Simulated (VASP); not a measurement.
# CrN2 (Pnnm) in VASP: a series of runs, part 2 of 2

VASP 6.6.1. The steps go on from the part before.

## Step 3: Single point, PBEsol, collinear spin, ferromagnetic start

Input file INCAR:

```
  PREC = Accurate
  ENCUT = 520
  EDIFF = 1E-6
  ISMEAR = -1
  SIGMA = 0.05
  LREAL = F
  LASPH = T
  NELM = 150
  ALGO = Normal
  ISIF = 2
  LWAVE = F
  LCHARG = F
  ISPIN = 2
  MAGMOM = 1.23 0.91 0 0 0 0
  LORBIT = 11
  LMAXMIX = 4
  GGA = PS
  NBANDS = 35
```

Input file KPOINTS:

```
regular mesh
0
Gamma
  7 6 10
```

Input file POSCAR:

```
CrN2
1.0
    3.9017860000      0.0000000000      0.0000000000
    0.0000000000      4.8095120000      0.0000000000
    0.0000000000      0.0000000000      2.7841700000
Cr N
2 4
Direct
    0.0000000000      0.0000000000      0.0000000000
    0.5000000000      0.5000000000      0.5000000000
    0.8661700000      0.5887750000      0.0000000000
    0.1338300000      0.4112250000      0.0000000000
    0.3661700000      0.9112250000      0.5000000000
    0.6338300000      0.0887750000      0.5000000000
```

Potentials or basis: VASP PAW PBE potentials, release 64 (Cr_pv, N).

Launch:

```sh
$ cat potpaw_PBE.64/Cr_pv/POTCAR potpaw_PBE.64/N/POTCAR > POTCAR
$ mpirun -np 1 vasp_std > vasp.out
```

OUTCAR:

```text
PREC = Accurate
   ENCUT = 520
   EDIFF = 1E-6
   ISMEAR = -1
   LREAL = F
   LASPH = T
   NELM = 150
   ISIF = 2
   ISPIN = 2
   LORBIT = 11
   GGA = PS

 ion  position               nearest neighbor table
   1  0.000  0.000  0.000-   5 2.04   6 2.04   5 2.04   6 2.04   3 2.05   4 2.05
   2  0.500  0.500  0.500-   3 2.04   4 2.04   3 2.04   4 2.04   5 2.05   6 2.05
   3  0.866  0.589  0.000-   4 1.35   2 2.04   2 2.04   1 2.05
   4  0.134  0.411  0.000-   3 1.35   2 2.04   2 2.04   1 2.05
   5  0.366  0.911  0.500-   6 1.35   1 2.04   1 2.04   2 2.05
   6  0.634  0.089  0.500-   5 1.35   1 2.04   1 2.04   2 2.05

  LATTYP: Found a simple orthorhombic cell.
 ALAT       =     2.7841700000
 B/A-ratio  =     1.4014180169
 C/A-ratio  =     1.7274491141

  Lattice vectors:

 A1 = (   0.0000000000,   0.0000000000,   2.7841700000)
 A2 = (   3.9017860000,   0.0000000000,   0.0000000000)
 A3 = (   0.0000000000,   4.8095120000,   0.0000000000)

Analysis of symmetry for initial positions (statically):
=====================================================================
 Subroutine PRICEL returns:
[... 1994 lines left out ...]
  Total       -3.4194156     -3.1966641     -2.8826702     -0.0004147      0.0000000      0.0000000
  in kB     -104.8581658    -98.0273769    -88.3985888     -0.0127175      0.0000000      0.0000000
  external PRESSURE =     -97.0947105 kB  Pullay stress =       0.0000000 kB

 VOLUME and BASIS-vectors are now :
 -----------------------------------------------------------------------------
  energy-cutoff  :      520.00
  volume of cell :       52.25
      direct lattice vectors                 reciprocal lattice vectors
     3.901786000  0.000000000  0.000000000     0.256292887  0.000000000  0.000000000
     0.000000000  4.809512000  0.000000000     0.000000000  0.207921303  0.000000000
     0.000000000  0.000000000  2.784170000     0.000000000  0.000000000  0.359173470

 POSITION                                       TOTAL-FORCE (eV/Angst)
 -----------------------------------------------------------------------------------
      0.00000      0.00000      0.00000         0.000000      0.000000      0.000000
      1.95089      2.40476      1.39209         0.000000      0.000000      0.000000
      3.37961      2.83172      0.00000        -0.106992      0.009066      0.000000
      0.52218      1.97779      0.00000         0.106992     -0.009066     -0.000000
      1.42872      4.38255      1.39209        -0.107175     -0.008708      0.000000
      2.47307      0.42696      1.39209         0.107175      0.008708      0.000000
 -----------------------------------------------------------------------------------
    total drift:                               -0.000000      0.000000      0.000000

  FREE ENERGIE OF THE ION-ELECTRON SYSTEM (eV)
  ---------------------------------------------------
  free  energy   TOTEN  =       -55.9593149241 eV

  energy  without entropy=      -55.9510612813  energy(sigma->0) =      -55.95518810

 total charge

# of ion       s       p       d       tot
------------------------------------------
    1        0.332   6.388   4.146  10.866
    2        0.332   6.388   4.146  10.865
    3        1.245   2.502   0.000   3.747
    4        1.245   2.502   0.000   3.747
    5        1.245   2.502   0.000   3.747
    6        1.245   2.502   0.000   3.747
--------------------------------------------------
tot          5.645  22.783   8.292  36.720

 magnetization (x)

# of ion       s       p       d       tot
------------------------------------------
    1        0.011   0.020   2.166   2.197
    2        0.011   0.020   2.166   2.197
    3       -0.004  -0.084   0.000  -0.088
    4       -0.004  -0.084   0.000  -0.088
    5       -0.004  -0.084   0.000  -0.088
    6       -0.004  -0.084   0.000  -0.088
--------------------------------------------------
tot          0.008  -0.297   4.332   4.042
```

Run time: 5 min. Hardware: 1 thread of Intel Xeon Platinum 8488C (Sapphire Rapids), shared host; peak memory 0.43 GiB.

Results:

```yaml
Free_energy: -55.9593 eV
Pressure: -9.7 GPa
Largest_force: 0.108 eV/Å
Net_moment: 4.24 μB per cell
Site_moments: Cr +2.20; N -0.09 μB
Valence_electrons_inside_the_program's_atomic_spheres: Cr 10.87; N 3.75
```

Forces on the atoms (eV/Å):
```
Cr   0.000  0.000  0.000
Cr   0.000  0.000  0.000
N   -0.107  0.009  0.000
N    0.107 -0.009  0.000
N   -0.107 -0.009  0.000
N    0.107  0.009  0.000
```

Caveat: the cell stands under tension; the PAW data sets were made with another functional, which shifts forces and pressure a little; the run started ferromagnetic, and an antiferromagnetic order may lie lower in energy.

## Step 4: Single point, PBE, collinear spin, ferromagnetic start

This run uses another cell than the first one, of 8.68 Å³/atom.

Input file INCAR:

```
SYSTEM = CrN2
  PREC = Accurate
  ENCUT = 520
  EDIFF = 1E-6
  ISMEAR = -1
  SIGMA = 0.05
  LREAL = .False.
  LASPH = .True.
  NELM = 150
  ALGO = Normal
  ISIF = 2
  LWAVE = .False.
  LCHARG = .False.
  ISPIN = 2
  MAGMOM = 3 3 0 0 0 0
  LORBIT = 11
  LMAXMIX = 4
  GGA = PE
  NBANDS = 35
```

Input file KPOINTS:

```
Automatic mesh
0
Gamma
  7 6 10
  0 0 0
```

Input file POSCAR:

```
CrN2
1.0
    3.8797986810      0.0000000000      0.0000000000
    0.0000000000      4.8028589320      0.0000000000
    0.0000000000      0.0000000000      2.7948038636
Cr N
2 4
Direct
    0.0000000000      0.0000000000      0.0000000000
    0.5000000000      0.5000000000      0.5000000000
    0.8650899970      0.5889506975      0.0000000000
    0.1349100030      0.4110493025      0.0000000000
    0.3650899970      0.9110493025      0.5000000000
    0.6349100030      0.0889506975      0.5000000000
```

Launch:

```sh
$ cat potpaw_PBE.64/Cr_pv/POTCAR potpaw_PBE.64/N/POTCAR > POTCAR
$ mpirun -np 1 vasp_std > vasp.out
```

Run time: 9.5 min. Hardware: 1 thread of Intel Xeon 8259CL, shared host; peak memory 0.36 GiB.

Results (log left out):

- Free energy: -52.8178 eV
- Pressure: 0.2 GPa
- Largest force: 0.019 eV/Å
- Net moment: 4.25 μB per cell
- Site moments: Cr +2.23; N -0.09 μB
- Valence electrons inside the program's atomic spheres: Cr 10.86; N 3.77

Forces in eV/Å, atoms in the order of the input:
```
Cr   0.000  0.000  0.000
Cr   0.000  0.000  0.000
N   -0.012  0.014  0.000
N    0.012 -0.014  0.000
N   -0.012 -0.014  0.000
N    0.012  0.014  0.000
```

Stress tensor (GPa, compression positive):
```
0.44 0.00 0.00
0.00 0.20 0.00
0.00 0.00 0.08
```

Levels at points of the mesh, in eV from the Fermi level:
Spin up:
| k point | band 21 | band 22 | band 23 | band 24 | band 25 | band 26 | band 27 | band 28 |
| --- | --- | --- | --- | --- | --- | --- | --- | --- |
| (0.00, 0.00, 0.00) | -1.32 | -1.14 | -0.85 | -0.74 | -0.62 | -0.55 | 3.10 | 4.98 |
| (0.00, 0.50, 0.00) | -1.14 | -1.14 | -0.37 | -0.37 | 0.21 | 0.21 | 2.89 | 2.89 |
| (0.00, 0.00, 0.50) | -1.15 | -1.15 | 0.43 | 0.43 | 0.60 | 0.60 | 2.67 | 2.67 |
| (0.00, 0.50, 0.50) | -1.03 | -1.03 | -0.07 | -0.07 | 0.61 | 0.61 | 2.21 | 2.21 |
Spin down:
| k point | band 16 | band 17 | band 18 | band 19 | band 20 | band 21 | band 22 | band 23 | band 24 | band 25 |
| --- | --- | --- | --- | --- | --- | --- | --- | --- | --- | --- |
| (0.00, 0.00, 0.00) | -3.76 | -3.38 | -3.23 | -1.72 | -1.68 | 0.56 | 0.57 | 1.26 | 1.63 | 2.24 |
| (0.00, 0.50, 0.00) | -3.89 | -2.29 | -2.29 | -1.55 | -1.55 | 0.99 | 0.99 | 1.89 | 1.89 | 2.32 |
| (0.00, 0.00, 0.50) | -5.70 | -1.89 | -1.89 | -1.38 | -1.38 | 1.55 | 1.55 | 1.74 | 1.74 | 2.60 |
| (0.00, 0.50, 0.50) | -5.95 | -1.10 | -1.10 | -0.12 | -0.12 | 1.02 | 1.02 | 1.47 | 1.47 | 2.54 |

Caveat: the run started ferromagnetic, and an antiferromagnetic order may lie lower in energy.

## Step 5: Summary

```tsv
level	potentials or basis	fixed moment (μB)	cell	k mesh	cutoff (eV)	gap on the mesh (eV)	pressure (GPa)	moment (μB)	largest force (eV/Å)
PBEsol	VASP PAW PBE potentials, release 64 (Cr_sv, N)	4.5	a = 3.902, b = 4.810, c = 2.784 Å, 6 atoms, atomic positions A	6 × 5 × 8	700	-	-9.4	4.50	0.12
PBEsol	VASP PAW PBE potentials, release 64 (Cr_pv, N)	-	a = 3.902, b = 4.810, c = 2.784 Å, 6 atoms, atomic positions A	7 × 6 × 10	520	none	-9.7	4.24	0.11
PBE	VASP PAW PBE potentials, release 64 (Cr_pv, N)	-	a = 3.880, b = 4.803, c = 2.795 Å, 6 atoms, atomic positions B	7 × 6 × 10	520	none	0.2	4.25	0.02
```

Alike in all rows: task single point; spin collinear, ferromagnetic start; smearing fermi-dirac 0.05 eV.

Caveats: the run started ferromagnetic, and an antiferromagnetic order may lie lower in energy; the cell stands under tension (at least some runs); the PAW data sets were made with another functional, which shifts forces and pressure a little (at least some runs); the total moment is fixed, so each spin has its own Fermi level and the state may be an excited one (at least some runs).

Absolute energies hang on the potentials; compare differences alone.
